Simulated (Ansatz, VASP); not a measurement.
## One calculation of H, two programs

Contents of INCAR:

```
PREC = Accurate
ENCUT = 400
EDIFF = 1E-8
ISMEAR = -1
SIGMA = 0.05
LREAL = F
LASPH = T
NELM = 120
ALGO = Normal
ISIF = 2
LWAVE = F
LCHARG = F
GGA = PE
LEFG = T
NBANDS = 8
GGA_COMPAT = F
```

File KPOINTS:

```
Automatic mesh
0
Gamma
  17 17 9
```

Contents of POSCAR:

```
H
1.0
    1.9322960424      0.0000000000      0.0000000000
   -0.9661480212      1.6734174604      0.0000000000
    0.0000000000      0.0000000000      1.9047121369
H
2
Direct
    0.3621939311      0.6877940905      0.2500000000
    0.6666666667      0.3333333333      0.7500000000
```

Input for Ansatz:

```yaml
crystal:
  lattice:
    - [1.9322960424, 0.0, 0.0]
    - [-0.9661480212, 1.6734174604, 0.0]
    - [0.0, 0.0, 1.9047121369]
  atoms:
    - { symbol: H, position: [0.3621939311, 0.6877940905, 0.25] }
    - { symbol: H, position: [0.6666666667, 0.3333333333, 0.75] }
kpoints:
  mp_grid: { grid: [17, 17, 9] }
scf:
  occupations: { method: fermi_dirac, width: 0.05 }
hamiltonian:
  xc: pbe
  pseudopotentials: { kind: paw }
output:
  forces: true
  stress: true
  eigenvalues: true
  efg: { contact_densities: true }
```

Alike in both runs: task electric field gradients; functional PBE; k mesh 17 × 17 × 9; occupations fermi-dirac, width 0.05 eV; no spin polarisation.

```csv
,VASP,Ansatz
version,VASP 6.6.1,Ansatz 0.2.0
potentials or method,"VASP PAW PBE potentials, release 64 (H)","PAW with Ansatz's default frozen-core files, scalar-relativistic"
plane-wave cutoff (eV),400,420
valence electrons in the cell,2,2
```

```csv
,VASP,Ansatz,Ansatz less VASP
pressure (GPa),-2.0,0.1,+2.07
"traceless stress, the component that is largest in VASP (GPa)",1.62,1.56,-0.059
rms of the force components (eV/Å),0.158,0.160,+0.0013
size of Vzz on the site where it differs most (V/Å²),0.2,0.2,-0.01
```

Atom by atom the forces differ by 0.001 eV/Å (rms over components). With one functional, cell and mesh, what is left measures potentials, basis and numerics.

The k mesh is coarse, so the values compare programs but aren't converged.
